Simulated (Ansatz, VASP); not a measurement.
MgSe3 in VASP and in Ansatz

File INCAR:

```
SYSTEM = MgSe3
ALGO = Normal
EDIFF = 1E-6
ENCUT = 520
GGA = PE
ISIF = 2
ISMEAR = 0
LASPH = .True.
LCHARG = .False.
LREAL = .False.
LWAVE = .False.
NBANDS = 18
NELM = 60
PREC = Accurate
SIGMA = 0.1
```

File KPOINTS:

```
k-points
0
Gamma
  6 6 6
  0 0 0
```

POSCAR

```
MgSe3
1.0
   -2.3477652400      2.3477652400      4.8256380600
    2.3477652400     -2.3477652400      4.8256380600
    2.3477652400      2.3477652400     -4.8256380600
Mg Se
1 3
Direct
    0.0000000000      0.0000000000      0.0000000000
    0.7500000000      0.2500000000      0.5000000000
    0.2500000000      0.7500000000      0.5000000000
    0.5000000000      0.5000000000      0.0000000000
```

Input for Ansatz:

```yaml
crystal:
  lattice:
    - [-2.34776524, 2.34776524, 4.82563806]
    - [2.34776524, -2.34776524, 4.82563806]
    - [2.34776524, 2.34776524, -4.82563806]
  atoms:
    - { symbol: Mg, position: [0.0, 0.0, 0.0] }
    - { symbol: Se, position: [0.75, 0.25, 0.5] }
    - { symbol: Se, position: [0.25, 0.75, 0.5] }
    - { symbol: Se, position: [0.5, 0.5, 0.0] }
basis:
  ecutwfc: 420
kpoints:
  mp_grid: { grid: [6, 6, 6] }
hamiltonian:
  xc: pbe
scf:
  occupations: { method: gaussian, width: 0.1 }
  lower_state_search: "off"
output:
  forces: true
  stress: true
  eigenvalues: true
```

Change from the starting cell: species swapped into the TaNi3 type (I4/mmm, No. 139).

Alike in both runs: task single point; functional PBE; k mesh 6 × 6 × 6; occupations gaussian, width 0.1 eV; no spin polarisation.

|  | VASP | Ansatz |
| --- | --- | --- |
| version | VASP 6.6.1 | Ansatz 0.2.0 |
| potentials or method | VASP PAW PBE potentials, release 64 (Mg, Se), cutoff 520 eV | scalar-relativistic, plane waves, PAW |
| valence electrons in the cell | 20 | 58 |

|  | VASP | Ansatz | Ansatz less VASP |
| --- | --- | --- | --- |
| gap on the k mesh at the Fermi level (eV) | none | none | - |
| pressure (GPa) | -8.6 | -8.6 | +0.04 |
| traceless stress, the component that is largest in VASP (GPa) | 3.18 | 3.18 | +0.007 |

A gap of «none» marks a metal or a gap that the smearing closes. With one functional, cell and mesh, what is left measures potentials, basis and numerics. VASP's potentials hold 20 valence electrons a cell and Ansatz's 58, so a difference there can come from the potentials and not from the codes.
